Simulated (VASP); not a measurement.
# BeS (F-43m) in VASP: notebook, part 2 of 2

VASP 6.6.1.

### 4 Vibrations by perturbation theory, LDA

This run uses another cell than the first one, of 13.79 Å³/atom, 1.019 times its volume.

The input, INCAR:

```
  PREC = Accurate
  ENCUT = 520
  EDIFF = 1E-8
  ISMEAR = 0
  SIGMA = 0.01
  LREAL = False
  LASPH = True
  NELM = 100
  ALGO = Normal
  ISIF = 2
  LWAVE = False
  LCHARG = False
  NBANDS = 11
  IBRION = 8
  NSW = 1
```

The input, KPOINTS:

```
Automatic mesh
0
Gamma
  8 8 8
```

The input, POSCAR:

```
BeS
1.0
    2.3981680588      2.3981680588      0.0000000000
   -2.3981680588      2.3981680588      0.0000000000
    0.0000000000      2.3981680588      2.3981680588
Be S
1 1
Direct
    0.0000000000      0.0000000000      0.0000000000
    0.7500000000      0.2500000000      0.5000000000
```

Potentials or basis: VASP PAW LDA potentials, release 64 (Be, S).

Started as:

```bash
cat potpaw_LDA.64/Be/POTCAR potpaw_LDA.64/S/POTCAR > POTCAR
mpirun -np 1 vasp_std > vasp.out
```

OUTCAR:

```text
PREC = Accurate
   ENCUT = 520
   EDIFF = 1E-8
   ISMEAR = 0
   LREAL = False
   LASPH = True
   NELM = 100
   ISIF = 2
   IBRION = 8
   NSW = 1

 ion  position               nearest neighbor table
   1  0.000  0.000  0.000-   2 2.08   2 2.08   2 2.08   2 2.08
   2  0.750  0.250  0.500-   1 2.08   1 2.08   1 2.08   1 2.08

  LATTYP: Found a face centered cubic cell.
 ALAT       =     4.7963361176

  Lattice vectors:

 A1 = (   0.0000000000,   2.3981680588,   2.3981680588)
 A2 = (   2.3981680588,   0.0000000000,   2.3981680588)
 A3 = (   2.3981680588,   2.3981680588,   0.0000000000)

Analysis of symmetry for initial positions (statically):
=====================================================================
 Subroutine PRICEL returns:
 Original cell was already a primitive cell.

 Routine SETGRP: Setting up the symmetry group for a
 face centered cubic supercell.

 Subroutine GETGRP returns: Found 24 space group operations
 (whereof 24 operations were pure point group operations)
[... 562 lines left out ...]

 INTERNAL STRAIN TENSOR  FOR ION    2  DIRECTION 1   (eV/Angst):
 -----------------------------------------------------------------------------
     0.01362  0.00000  0.00000
     0.00000 -0.01636  4.99985
     0.00000  4.99985 -0.01636

 INTERNAL STRAIN TENSOR FOR ION    2 for displacements in x,y,z  (eV/Angst):
          X           Y           Z          XY          YZ          ZX
  --------------------------------------------------------------------------------
  x     0.00000    -0.00000     0.00000    -0.00000     4.99985     0.00000
  y    -0.00000     0.00000     0.00000     0.00000    -0.00000     4.99985
  z     0.00000     0.00000     0.00000     4.99985     0.00000     0.00000

 SECOND DERIVATIVES (NOT SYMMETRIZED)
 ------------------------------------
               1X          1Y          1Z          2X          2Y          2Z
  1X    -9.021160    0.000000   -0.000000    9.021160   -0.000000    0.000000
  1Y    -0.000000   -9.021160    0.000000    0.000000    9.021160   -0.000000
  1Z    -0.000000    0.000000   -9.021160    0.000000   -0.000000    9.021160
  2X     9.028761    0.000000    0.000000   -9.028761    0.000000    0.000000
  2Y     0.000000    9.028761    0.000000    0.000000   -9.028761    0.000000
  2Z     0.000000    0.000000    9.028761    0.000000    0.000000   -9.028761

 Eigenvectors and eigenvalues of the dynamical matrix
 ----------------------------------------------------

   1 f  =   17.704143 THz   111.238412 2PiTHz  590.546648 cm-1    73.218420 meV
             X         Y         Z           dx          dy          dz
      0.000000  0.000000  0.000000     0.000000    0.883430    0.000000
      1.199084  3.597252  1.199084     0.000000   -0.468562    0.000000
[... 21 lines left out ...]
   6 f/i=    0.003086 THz     0.019390 2PiTHz    0.102937 cm-1     0.012763 meV
             X         Y         Z           dx          dy          dz
      0.000000  0.000000  0.000000    -0.000000    0.000000   -0.468562
      1.199084  3.597252  1.199084     0.000000    0.000000   -0.883430

--------------------------------------------------------------------------------------------------------

 ELASTIC MODULI CONTR FROM IONIC RELAXATION (kBar)
 Direction    XX          YY          ZZ          XY          YZ          ZX
 --------------------------------------------------------------------------------
 XX          -0.0000      0.0000     -0.0000     -0.0000     -0.0000      0.0000
 YY           0.0000     -0.0000      0.0000     -0.0000      0.0000     -0.0000
 ZZ          -0.0000      0.0000     -0.0000     -0.0000     -0.0000     -0.0000
 XY          -0.0000     -0.0000     -0.0000   -162.5858      0.0000      0.0000
 YZ          -0.0000      0.0000     -0.0000      0.0000   -162.5858      0.0000
 ZX           0.0000     -0.0000     -0.0000      0.0000      0.0000   -162.5858
 --------------------------------------------------------------------------------
```

Run time: 1.7 min. Hardware: 1 thread of AMD EPYC 7R43 (Zen 3), shared host; peak memory 0.16 GiB.

What came out:

| Quantity | Value |
| --- | --- |
| Highest phonon frequency at Γ, LO-TO splitting left out | 591 cm⁻¹ |

Phonon frequencies in cm⁻¹ (negative: imaginary):
| q point | frequencies |
| --- | --- |
| (0.000, 0.000, 0.000) | 0 0 0 591 591 591 |

### 5 Vibrations by perturbation theory, LDA

This run uses another cell than the first one, of 14.07 Å³/atom, 1.040 times its volume.

The input, INCAR:

```
SYSTEM = BeS
PREC = Accurate
ENCUT = 520
EDIFF = 1E-8
ISMEAR = 0
SIGMA = 0.01
LREAL = .FALSE.
LASPH = .TRUE.
NELM = 60
ALGO = Normal
ISIF = 2
LWAVE = .FALSE.
LCHARG = .FALSE.
IBRION = 8
NSW = 1
```

The input, KPOINTS:

```
regular mesh
0
G
  8 8 8
  0 0 0
```

The input, POSCAR:

```
BeS
1.0
    2.4142590500      2.4142590500      0.0000000000
   -2.4142590500      2.4142590500      0.0000000000
    0.0000000000      2.4142590500      2.4142590500
Be S
1 1
Direct
    0.0000000000      0.0000000000      0.0000000000
    0.7500000000      0.2500000000      0.5000000000
```

Potentials or basis: VASP PAW LDA potentials, release 64 (Be, S).

Started as:

```bash
cat potpaw_LDA.64/Be/POTCAR potpaw_LDA.64/S/POTCAR > POTCAR
mpirun -np 1 vasp_std > vasp.out
```

OUTCAR:

```text
SYSTEM = BeS
   PREC = Accurate
   ENCUT = 520
   EDIFF = 1E-8
   ISMEAR = 0
   LREAL = .FALSE.
   LASPH = .TRUE.
   NELM = 60
   ISIF = 2
   IBRION = 8
   NSW = 1

 ion  position               nearest neighbor table
   1  0.000  0.000  0.000-   2 2.09   2 2.09   2 2.09   2 2.09
   2  0.750  0.250  0.500-   1 2.09   1 2.09   1 2.09   1 2.09

  LATTYP: Found a face centered cubic cell.
 ALAT       =     4.8285181000

  Lattice vectors:

 A1 = (   0.0000000000,   2.4142590500,   2.4142590500)
 A2 = (   2.4142590500,   0.0000000000,   2.4142590500)
 A3 = (   2.4142590500,   2.4142590500,   0.0000000000)

Analysis of symmetry for initial positions (statically):
=====================================================================
 Subroutine PRICEL returns:
 Original cell was already a primitive cell.

 Routine SETGRP: Setting up the symmetry group for a
 face centered cubic supercell.
[... 493 lines left out ...]

 INTERNAL STRAIN TENSOR  FOR ION    2  DIRECTION 1   (eV/Angst):
 -----------------------------------------------------------------------------
     0.01338  0.00000 -0.00000
     0.00000 -0.01608  4.37476
     0.00000  4.37476 -0.01608

 INTERNAL STRAIN TENSOR FOR ION    2 for displacements in x,y,z  (eV/Angst):
          X           Y           Z          XY          YZ          ZX
  --------------------------------------------------------------------------------
  x     0.00000     0.00000     0.00000     0.00000     4.37476    -0.00000
  y     0.00000     0.00000     0.00000    -0.00000     0.00000     4.37476
  z     0.00000     0.00000     0.00000     4.37476    -0.00000    -0.00000

 SECOND DERIVATIVES (NOT SYMMETRIZED)
 ------------------------------------
               1X          1Y          1Z          2X          2Y          2Z
  1X    -8.518212    0.000000    0.000000    8.518212    0.000000    0.000000
  1Y     0.000000   -8.518212    0.000000    0.000000    8.518212    0.000000
  1Z     0.000000    0.000000   -8.518212    0.000000    0.000000    8.518212
  2X     8.515724    0.000000   -0.000000   -8.515724   -0.000000    0.000000
  2Y    -0.000000    8.515724    0.000000    0.000000   -8.515724   -0.000000
  2Z    -0.000000    0.000000    8.515724    0.000000   -0.000000   -8.515724

 Eigenvectors and eigenvalues of the dynamical matrix
 ----------------------------------------------------

   1 f  =   17.201404 THz   108.079606 2PiTHz  573.777063 cm-1    71.139257 meV
             X         Y         Z           dx          dy          dz
      0.000000  0.000000  0.000000     0.883540    0.000000    0.000000
      1.207130  3.621389  1.207130    -0.468355   -0.000000    0.000000
[... 21 lines left out ...]
   6 f/i=    0.001040 THz     0.006534 2PiTHz    0.034690 cm-1     0.004301 meV
             X         Y         Z           dx          dy          dz
      0.000000  0.000000  0.000000    -0.367629   -0.290181    0.000000
      1.207130  3.621389  1.207130    -0.693524   -0.547420    0.000000

--------------------------------------------------------------------------------------------------------

 ELASTIC MODULI CONTR FROM IONIC RELAXATION (kBar)
 Direction    XX          YY          ZZ          XY          YZ          ZX
 --------------------------------------------------------------------------------
 XX          -0.0000     -0.0000     -0.0000     -0.0000     -0.0000     -0.0000
 YY          -0.0000     -0.0000     -0.0000     -0.0000     -0.0000     -0.0000
 ZZ          -0.0000     -0.0000     -0.0000     -0.0000     -0.0000     -0.0000
 XY          -0.0000     -0.0000     -0.0000   -129.4318      0.0000      0.0000
 YZ          -0.0000     -0.0000     -0.0000      0.0000   -129.4318      0.0000
 ZX          -0.0000     -0.0000     -0.0000      0.0000      0.0000   -129.4318
 --------------------------------------------------------------------------------
```

stdout:

```text
POSCAR found type information on POSCAR BeS
 POSCAR found :  2 types and       2 ions
 scaLAPACK will be used
 LDA part: xc-table for (Slater(with rela. corr.)+CA(PZ))
 , standard interpolation
 POSCAR, INCAR and KPOINTS ok, starting setup
 FFT: planning ... GRIDC
 FFT: planning ... GRID_SOFT
 FFT: planning ... GRID
 WAVECAR not read
 entering main loop
 Linear response reoptimize wavefunctions to high precision
 Linear response DOF=           2
 Linear response progress:
 first order change of Fermi-energy   0.22862E-04
 force on displaced ion       1 direction 1 :  -8.518  -0.000  -0.000
 Linear response progress:
 first order change of Fermi-energy  -0.68912E-03
 force on displaced ion       2 direction 1 :  -8.516   0.000  -0.000
 Linear response finished
```

It took 74 s on 1 thread of AMD EPYC 7R43 (Zen 3), shared host; peak memory 0.15 GiB.

What came out:

```yaml
Highest_phonon_frequency_at_Γ_LO-TO_splitting_left_out: 574 cm⁻¹
```

Phonon frequencies in cm⁻¹ (negative: imaginary):
```csv
q point,frequencies
"(0.000, 0.000, 0.000)",0 0 0 574 574 574
```

Caveat: the cell wasn't relaxed at this level first, which shifts response properties.
